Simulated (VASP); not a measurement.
Set up this calculation in VASP 6.6.1, as the native input.

```
Task                   : single point
Functional             : LDA
Potentials or basis    : VASP PAW LDA potentials, release 64 (Be, Te)
Cutoff                 : 520 eV
k mesh                 : 8 × 8 × 8
Occupations            : fermi-dirac, width 0.02 eV
Spin                   : no spin polarisation
Dipole correction      : no
Further INCAR settings : ALGO = Normal; EDIFF = 1e-07; NBANDS = 11
```

The structure of BeTe lies in POSCAR:

```
BeTe
1.0
    0.0000000000      2.7774347836      2.7774347836
    2.7774347836      0.0000000000      2.7774347836
    2.7774347836      2.7774347836      0.0000000000
Be Te
1 1
Direct
    0.0000000000      0.0000000000      0.0000000000
    0.2500000000      0.2500000000      0.2500000000
```

These files were run (other wordings do the same):

INCAR

```
SYSTEM = BeTe
PREC     = Accurate       ! precision mode
ENCUT    = 520            ! plane-wave cutoff, eV
EDIFF    = 1E-7           ! SCF threshold, eV
ISMEAR   = -1             ! smearing method
SIGMA    = 0.02           ! smearing width, eV
LREAL    = .False.        ! projectors in reciprocal space
LASPH    = .True.         ! aspherical terms in the spheres
NELM     = 80             ! most SCF steps
ALGO     = Normal         ! electronic algorithm
ISIF     = 2              ! what is computed and relaxed
LWAVE    = .False.        ! write WAVECAR
LCHARG   = .False.        ! write CHGCAR
NBANDS   = 11             ! bands
```

KPOINTS

```
regular mesh
0
Gamma
  8 8 8
  0 0 0
```

Potentials or basis: VASP PAW LDA potentials, release 64 (Be, Te).

Launch:

```bash
$ cat potpaw_LDA.64/Be/POTCAR potpaw_LDA.64/Te/POTCAR > POTCAR
$ mpirun -np 1 vasp_std > vasp.out
```

It gave:

| Property | Result |
| --- | --- |
| Pressure | 0.3 GPa |
| Band gap on the k mesh | 1.77 eV, indirect (least direct gap 3.55 eV) |

Caveat: spin-orbit coupling is left out, which moves the levels of the heavy elements.

Wall time 8.9 s on 1 thread of Intel(R) Xeon(R) Platinum 8488C (Sapphire Rapids), on a shared host, peak memory 0.15 GiB.
